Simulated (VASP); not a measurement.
SiC: single point with PBE

The system is SiC.

```
Si C
1.0
     0.00000    2.09849    2.09849
     2.09849    0.00000    2.09849
     2.09849    2.09849    0.00000
Si C
1 1
Direct
  0.00000 0.00000 0.00000
  0.75000 0.75000 0.75000
```

```json
{"Program": "VASP 6.6.1", "Task": "single point", "Functional": "PBE", "Potentials or basis": "VASP PAW PBE potentials, release 64 (Si, C)", "Cutoff": "520 eV", "k mesh": "12 × 12 × 12", "Occupations": "gaussian, width 0.05 eV", "Spin": "no spin polarisation"}
```

```yaml
Pressure: 34.7 GPa
Band_gap_on_the_k_mesh: 1.24 eV, indirect (least direct gap 4.64 eV)
```

Levels at points of the mesh, in eV from the valence-band top:
| k point | band 1 | band 2 | band 3 | band 4 | band 5 | band 6 | band 7 | band 8 |
| --- | --- | --- | --- | --- | --- | --- | --- | --- |
| (0.00, 0.00, 0.00) | -16.32 | 0.00 | 0.00 | 0.00 | 7.57 | 8.14 | 8.14 | 8.14 |
| (0.50, 0.00, 0.00) | -12.31 | -9.18 | -1.07 | -1.07 | 6.49 | 7.70 | 7.70 | 10.69 |
| (0.50, 0.50, 0.00) | -10.74 | -8.17 | -3.40 | -3.40 | 1.24 | 4.74 | 15.39 | 15.39 |

Run time: 13 s on 1 thread of Intel Xeon 8259CL, with other jobs on the host, peak memory 0.14 GiB.

A k mesh can miss the band edges. A hybrid or GW would open this gap; PBE tends to underestimate it.
